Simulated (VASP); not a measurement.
# Sb (R-3m) in VASP: a series of runs, part 2 of 2

VASP 6.6.1. The steps go on from the part before.

### 4 Relaxation of shape and atoms at fixed volume, PBE+D3(BJ)

INCAR

```
SYSTEM = Sb
ALGO = Normal ; EDIFF = 1E-6
EDIFFG = -0.01 ; ENCUT = 600
GGA = PE ; IBRION = 2
ISIF = 4 ; ISMEAR = 0
IVDW = 12 ; LASPH = .True.
LCHARG = .False. ; LREAL = .False.
LWAVE = .False. ; NELM = 80
NSW = 60 ; PREC = Accurate
SIGMA = 0.05
```

KPOINTS

```
k-points
0
Gamma
  12 12 12
  0 0 0
```

POSCAR

```
Sb
1.0
    2.1542000000      1.2437279499      3.7580000000
   -2.1542000000      1.2437279499      3.7580000000
    0.0000000000     -2.4874558998      3.7580000000
Sb
2
Direct
    0.2334900000      0.2334900000      0.2334900000
    0.7665100000      0.7665100000      0.7665100000
```

Potentials or basis: VASP PAW PBE potentials, release 64 (Sb).

Run with:

```
cat potpaw_PBE.64/Sb/POTCAR > POTCAR
mpirun -np 1 vasp_std > vasp.out
```

OUTCAR:

```text
SYSTEM = Sb
   EDIFF = 1E-6
   EDIFFG = -0.01
   ENCUT = 600
   GGA = PE
   IBRION = 2
   ISIF = 4
   ISMEAR = 0
   IVDW = 12
   LASPH = .True.
   LREAL = .False.
   NELM = 80
   NSW = 60
   PREC = Accurate
 IVDW          = 12

 ion  position               nearest neighbor table
   1  0.233  0.233  0.233-   2 2.91   2 2.91   2 2.91   2 3.35   2 3.35   2 3.35
   2  0.767  0.767  0.767-   1 2.91   1 2.91   1 2.91   1 3.35   1 3.35   1 3.35

  LATTYP: Found a trigonal (rhomboedric) cell.
 ALAT       =     4.5066618304
 COS(alpha) =     0.5430253624

  Lattice vectors:

 A1 = (   2.1542000000,   1.2437279499,   3.7580000000)
 A2 = (  -2.1542000000,   1.2437279499,   3.7580000000)
 A3 = (   0.0000000000,  -2.4874558998,   3.7580000000)

Analysis of symmetry for initial positions (statically):
=====================================================================
 Subroutine PRICEL returns:
 Original cell was already a primitive cell.

 Routine SETGRP: Setting up the symmetry group for a
 trigonal (rhombohedral) supercell.

 Subroutine GETGRP returns: Found 12 space group operations
 (whereof 12 operations were pure point group operations)
 out of a pool of 12 trial point group operations.

The static configuration has the point symmetry D_3d.

Analysis of symmetry for dynamics (positions and initial velocities):
=====================================================================
 Subroutine PRICEL returns:
 Original cell was already a primitive cell.

 Routine SETGRP: Setting up the symmetry group for a
 trigonal (rhombohedral) supercell.

 Subroutine GETGRP returns: Found 12 space group operations
 (whereof 12 operations were pure point group operations)
 out of a pool of 12 trial point group operations.

The dynamic configuration has the point symmetry D_3d.

 Subroutine INISYM returns: Found 12 space group operations
 (whereof 12 operations are pure point group operations),
 and found     1 'primitive' translations

----------------------------------------------------------------------------------------

                                     Primitive cell

  volume of cell :      60.4115

  direct lattice vectors                    reciprocal lattice vectors
     2.154200000  1.243727950  3.758000000     0.232104726  0.134005726  0.088699663
    -2.154200000  1.243727950  3.758000000    -0.232104726  0.134005726  0.088699663
     0.000000000 -2.487455900  3.758000000     0.000000000 -0.268011452  0.088699663

  length of vectors
     4.506661830  4.506661830  4.506661830     0.282307932  0.282307932  0.282307932

  position of ions in fractional coordinates (direct lattice)
     0.233490000  0.233490000  0.233490000
     0.766510000  0.766510000  0.766510000

  ion indices of the primitive-cell ions
   primitive index   ion index
                 1           1
                 2           2

----------------------------------------------------------------------------------------

 KPOINTS: k-points

Automatic generation of k-mesh.
 Grid dimensions read from file:
 generate k-points for:   12   12   12

 Generating k-lattice:

  Cartesian coordinates                     Fractional coordinates (reciprocal lattice)
     0.019342060  0.011167144  0.007391639     0.083333333  0.000000000  0.000000000
    -0.019342060  0.011167144  0.007391639     0.000000000  0.083333333  0.000000000
     0.000000000 -0.022334288  0.007391639     0.000000000  0.000000000  0.083333333

  Length of vectors
     0.023525661  0.023525661  0.023525661

  Shift w.r.t. Gamma in fractional coordinates (k-lattice)
     0.000000000  0.000000000  0.000000000

 Subroutine IBZKPT returns following result:
 ===========================================

 Found    189 irreducible k-points:

 Following reciprocal coordinates:
            Coordinates               Weight
  0.000000  0.000000  0.000000      1.000000
  0.083333 -0.000000 -0.000000      6.000000
  0.166667 -0.000000 -0.000000      6.000000
  0.250000 -0.000000  0.000000      6.000000
  0.333333 -0.000000 -0.000000      6.000000
  0.416667 -0.000000 -0.000000      6.000000
[... 16 lines left out ...]
  0.500000  0.166667 -0.000000     12.000000
 -0.416667  0.166667  0.000000     12.000000
 [... further k-points ...]
   k-points           NKPTS =    189   k-points in BZ     NKDIM =    189   number of bands    NBANDS=      9
   number of dos      NEDOS =    301   number of ions     NIONS =      2
   total plane-waves  NPLWV =  46656
   dimension x,y,z NGX =    36 NGY =   36 NGZ =   36
   dimension x,y,z NGXF=    72 NGYF=   72 NGZF=   72
   ions per type =               2
   NGX,Y,Z   is equivalent  to a cutoff of  13.28, 13.28, 13.28 a.u.
   NGXF,Y,Z  is equivalent  to a cutoff of  26.56, 26.56, 26.56 a.u.
 SYSTEM =  Sb
   PREC   = accura    normal or accurate (medium, high low for compatibility)
   ISTART =      0    job   : 0-new  1-cont  2-samecut
   ICHARG =      2    charge: 1-file 2-atom 10-const
   ISPIN  =      1    spin polarized calculation?
   LNONCOLLINEAR =      F non collinear calculations
   LSORBIT =      F    spin-orbit coupling
   LASPH  =      T    aspherical Exc in radial PAW
   ENCUT  =  600.0 eV  44.10 Ry    6.64 a.u.   9.00  9.00  9.00*2*pi/ulx,y,z
   NELM   =     80;   NELMIN=  2; NELMDL= -5     # of ELM steps
   EDIFF  = 0.1E-05   stopping-criterion for ELM
   LREAL  =      F    real-space projection
   EDIFFG = -.1E-01   stopping-criterion for IOM
   NSW    =     60    number of steps for IOM
   IBRION =      2    ionic relax: 0-MD 1-quasi-New 2-CG
   NFREE  =      1    steps in history (QN), initial steepest desc. (CG)
   ISIF   =      4    stress and relaxation
   ISYM   =      2    0-nonsym 1-usesym 2-fastsym
   POTIM  = 0.5000    time-step for ionic-motion
   TEBEG  =    0.0;   TEEND  =   0.0 temperature during run
   PSTRESS=    0.0 pullay stress
   NELECT =      10.0000    total number of electrons
   NUPDOWN=      -1.0000    fix difference up-down
   EMIN   =  10.00;   EMAX   =-10.00  energy-range for DOS
   EFERMI =   0.00;   METHOD = LEGACY
   ISMEAR =     0;   SIGMA  =   0.05  broadening in eV -4-tet -1-fermi 0-gaus
   EFERMI_NEDOS =   21; number of points for ismear=-14 and -15
   IALGO  =     38    algorithm
   IMIX   =      4    mixing-type and parameters
     AMIX     =   0.40;   BMIX     =  1.00
     AMIX_MAG =   1.60;   BMIX_MAG =  1.00
  volume/ion in A,a.u.               =      30.21       203.84
  Fermi-wavevector in a.u.,A,eV,Ry     =   0.898880  1.698637 10.993305  0.807985
  Thomas-Fermi vector in A             =   2.021644
   LORBIT       =      0    0 simple, 1 ext, 2 COOP (PROOUT), +10 PAW based schemes
   GGA     = PE    functional components
   LHFCALC =     F    Hartree Fock is set to
   AEXX    =    0.0000 exact exchange contribution
   IVDW    =    12    specifies the selected vdW correction
   LEPSILON=     F    determine dielectric tensor
   LRPA    =     F    only Hartree local field effects (RPA)
 conjugate gradient relaxation of ions
 non-spin polarized calculation
 Gauss-broadening in eV      SIGMA  =   0.05
  energy-cutoff  :      600.00
  volume of cell :       60.41
 maximum number of plane-waves:      2039
   NGX = 17   NGY = 17   NGZ = 17

--------------------------------------- Ionic step        1  -------------------------------------------

 number of electron      10.0000000 magnetization

 Free energy of the ion-electron system (eV)
  ---------------------------------------------------
  ext. energy  EPLUGINS =         0.00000000
  ---------------------------------------------------
  free energy    TOTEN  =        -8.25021985 eV

  energy without entropy =       -8.25004324  energy(sigma->0) =       -8.25013155

------------------------ aborting loop because EDIFF is reached ----------------------------------------

 Edisp (eV)   -0.94507

 E8    (eV) :    -0.4410
[... 191 lines left out ...]
--------------------------------------- Ionic step        6  -------------------------------------------

 number of electron      10.0000001 magnetization

 Free energy of the ion-electron system (eV)
  ---------------------------------------------------
  ext. energy  EPLUGINS =         0.00000000
  ---------------------------------------------------
  free energy    TOTEN  =        -8.25772575 eV

  energy without entropy =       -8.25759533  energy(sigma->0) =       -8.25766054

 E-fermi :   7.2149     XC(G=0):  -9.5402

 val. band max:        7.1097947834   @ k =   0.4167   0.0833   0.0833
 cond. band min:       7.2247968294   @ k =  -0.4167   0.5000   0.4167
 fundamental gap:      0.1150020460
 Fermi energy:         7.2149476345

 k-point     1 :       0.0000    0.0000    0.0000
  band No.  band energies     occupation
      1      -5.3960      2.00000
      2       2.4746      2.00000
      3       5.2866      2.00000
      4       5.4500      2.00000
      5       5.4500      2.00000
      6       9.5495      0.00000
      7      10.0350      0.00000
      8      10.0350      0.00000
      9      12.2191      0.00000
[... 265 lines left out ...]
 k-point    24 :      -0.4167    0.1667    0.0000
  band No.  band energies     occupation
      1      -2.8777      2.00000
      2      -2.2051      2.00000
      3       3.6012      2.00000
      4       5.1179      2.00000
      5       5.5681      2.00000
      6       8.1764      0.00000
      7       8.5759      0.00000
      8      10.3470      0.00000
      9      13.8577      0.00000

 [... further k-points ...]

------------------------ aborting loop because EDIFF is reached ----------------------------------------

 Edisp (eV)   -0.94515

 E8    (eV) :    -0.4410
[... 25 lines left out ...]
  FREE ENERGIE OF THE ION-ELECTRON SYSTEM (eV)
  ---------------------------------------------------
  free  energy   TOTEN  =        -9.2028759010 eV

  energy  without entropy=       -9.2027454845  energy(sigma->0) =       -9.20281069

 reached required accuracy - stopping structural energy minimisation
```

CONTCAR:

```text
Sb
   1.00000000000000
     2.1692438232381916    1.2524135052962835    3.7060568744121678
    -2.1692438232381916    1.2524135052962835    3.7060568744121678
     0.0000000000000000   -2.5048270105925670    3.7060568744121678
  Sb
     2
Direct
     0.2358957138286656    0.2358957138286656    0.2358957138286656
     0.7641042861713345    0.7641042861713345    0.7641042861713345

  0.00000000E+00  0.00000000E+00  0.00000000E+00
  0.00000000E+00  0.00000000E+00  0.00000000E+00
```

Run time: 3.4 min. Hardware: 1 thread of Intel Xeon Platinum 8259CL at 2.50GHz (Skylake/Cascade Lake), shared host; peak memory 0.29 GiB.

What came out:

- Free energy: -9.2029 eV
- Energy gained by relaxing: 3.8 meV/atom
- Ionic steps: 6
- Pressure after relaxing: -0.7 GPa
- Largest force after relaxing: 0.004 eV/Å
- Band gap on the k mesh: zero (band 5 reaches 7.30 eV, above the bottom of band 6 at 7.07 eV)
- Dispersion energy per atom: -0.473 eV

Forces on the atoms (eV/Å):
```
Sb   0.000  0.000 -0.004
Sb   0.000  0.000  0.004
```

Step by step:
| step | energy change (eV) | largest force (eV/Å) | pressure (GPa) | volume (Å³) |
| --- | --- | --- | --- | --- |
| 1 | 0.0000 | 0.2367 | 0.19 | 60.41 |
| 2 | -0.0048 | 0.1227 | -0.17 | 60.41 |
| 3 | -0.0070 | 0.0500 | -0.72 | 60.41 |
| 4 | -0.0071 | 0.0244 | -0.64 | 60.41 |
| 5 | -0.0075 | 0.0110 | -0.66 | 60.41 |
| 6 | -0.0076 | 0.0036 | -0.67 | 60.41 |

Final structure:
```cif
data_structure
_symmetry_space_group_name_H-M 'P 1'
_symmetry_Int_Tables_number 1
_cell_length_a 4.4731
_cell_length_b 4.4731
_cell_length_c 4.4731
_cell_angle_alpha 58.018
_cell_angle_beta 58.018
_cell_angle_gamma 58.018
_cell_volume 60.41
loop_
_atom_site_label
_atom_site_type_symbol
_atom_site_fract_x
_atom_site_fract_y
_atom_site_fract_z
_atom_site_occupancy
Sb1 Sb 0.23590 0.23590 0.23590 1
Sb2 Sb 0.76410 0.76410 0.76410 1
```

Levels at points of the mesh, in eV from the Fermi level:
```
           k point  band 2  band 3  band 4  band 5  band 6  band 7  band 8  band 9
(0.00, 0.00, 0.00)   -4.74   -1.93   -1.76   -1.76    2.33    2.82    2.82    5.00
(0.50, 0.00, 0.00)   -9.61   -1.72   -1.56   -0.27   -0.14    0.25    0.35    7.84
(0.50, 0.50, 0.00)   -7.85   -5.45   -3.69   -3.63    1.68    5.01    5.44    7.03
(0.50, 0.50, 0.50)   -9.04   -1.21   -1.21   -0.43    0.02    0.02    0.98    7.29
```

Caveat: spin-orbit coupling is left out, which moves the levels of the heavy elements; pairwise dispersion overbinds metals, which lowers pressure and volume.

### 5 Summary

```tsv
task	cell	k mesh	cutoff (eV)	smearing	gap on the mesh (eV)	pressure (GPa)
single point	a = 4.478 Å, angles 57.9°, 2 atoms	12 × 12 × 12	520	gaussian 0.05 eV	none	-0.5
single point	a = 8.956 Å, angles 57.9°, 16 atoms	4 × 4 × 4	520	fermi-dirac 0.05 eV	none	-0.6
relaxation of shape and atoms at fixed volume	relaxed from a = 4.507 Å, angles 57.1°, 2 atoms	12 × 12 × 12	600	gaussian 0.05 eV	none	-0.7
```

Alike in all rows: level PBE+D3(BJ); potentials or basis VASP PAW PBE potentials, release 64 (Sb); no spin polarisation.

Caveats: spin-orbit coupling is left out, which moves the levels of the heavy elements; pairwise dispersion overbinds metals, which lowers pressure and volume.

Total energies depend on the potentials used, so only differences within one code and one set of settings carry meaning.
